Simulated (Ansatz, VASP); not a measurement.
**SbS: VASP beside Ansatz**

```
Sb S
1.0
     2.20004   -5.99357    0.00000
     2.20004    5.99357    0.00000
     0.00000    0.00000    3.60206
Sb S
2 2
Direct
  0.37357 0.62643 0.75000
  0.62643 0.37357 0.25000
  0.14724 0.85276 0.75000
  0.85276 0.14724 0.25000
```

Alike in both runs: functional PBE; k mesh 12 × 12 × 12; occupations gaussian, width 0.1 eV; no spin polarisation.

Ansatz relaxed the structure, and its values are those at the end. VASP's run is a single point on that final structure, the one shown.

```csv
,VASP,Ansatz
version,VASP 6.6.1,Ansatz 0.2.0
potentials or method,"VASP PAW PBE potentials, release 64 (Sb, S), cutoff 520 eV","scalar-relativistic, plane waves, PAW"
valence electrons in the cell,22,42
```

```csv
,VASP,Ansatz,Ansatz less VASP
gap on the k mesh at the Fermi level (eV),none,none,-
pressure (GPa),-0.2,0.0,+0.21
rms of the force components (eV/Å),0.004,0.000,-0.0036
```

A gap of «none» marks a metal or a gap that the smearing closes. The functional is the same, so the differences come from potentials, cutoffs and numerics. VASP's potentials hold 22 valence electrons a cell and Ansatz's 42, so a difference there can come from the potentials and not from the codes.

Spin-orbit coupling is off throughout.
